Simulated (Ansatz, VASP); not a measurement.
# CuAu: VASP beside Ansatz

INCAR

```
ALGO = Fast
EDIFF = 1E-6
ENCUT = 520
GGA = PE
ISIF = 2
ISMEAR = 0
LASPH = True
LCHARG = False
LREAL = False
LWAVE = False
NBANDS = 18
NELM = 80
PREC = Accurate
SIGMA = 0.15
```

KPOINTS

```
k-points
0
Gamma
  18 18 14
```

Contents of POSCAR:

```
CuAu
1.0
    2.9400000000      0.0000000000      0.0000000000
    0.0000000000      2.9400000000      0.0000000000
    0.0000000000      0.0000000000      3.7617500000
Cu Au
1 1
Direct
    0.5000000000      0.5000000000      0.5000000000
    0.0000000000      0.0000000000      0.0000000000
```

Input for Ansatz:

```yaml
crystal:
  lattice:
    - [2.94, 0.0, 0.0]
    - [0.0, 2.94, 0.0]
    - [0.0, 0.0, 3.76175]
  atoms:
    - { symbol: Cu, position: [0.5, 0.5, 0.5] }
    - { symbol: Au, position: [0.0, 0.0, 0.0] }
basis:
  ecutwfc: 420
kpoints:
  mp_grid: { grid: [18, 18, 14] }
hamiltonian:
  xc: pbe
scf:
  occupations: { method: gaussian, width: 0.15 }
output:
  forces: true
  stress: true
  eigenvalues: true
```

Change from the starting cell: strain +0.050 along x and y, +0.025 along z, atoms carried along.

Alike in both runs: task single point; functional PBE; k mesh 18 × 18 × 14; occupations gaussian, width 0.15 eV; no spin polarisation.

```csv
,VASP,Ansatz
version,VASP 6.6.1,Ansatz 0.2.0
potentials or method,"VASP PAW PBE potentials, release 64 (Cu, Au), cutoff 520 eV","scalar-relativistic, plane waves, PAW"
valence electrons in the cell,22,38
```

```tsv
	VASP	Ansatz	Ansatz less VASP
gap on the k mesh at the Fermi level (eV)	none	none	-
pressure (GPa)	-9.1	-9.0	+0.13
```

A gap of «none» marks a metal or a gap that the smearing closes. With one functional, cell and mesh, what is left measures potentials, basis and numerics. VASP's potentials hold 22 valence electrons a cell and Ansatz's 38, so a difference there can come from the potentials and not from the codes.

Spin-orbit coupling is off throughout.
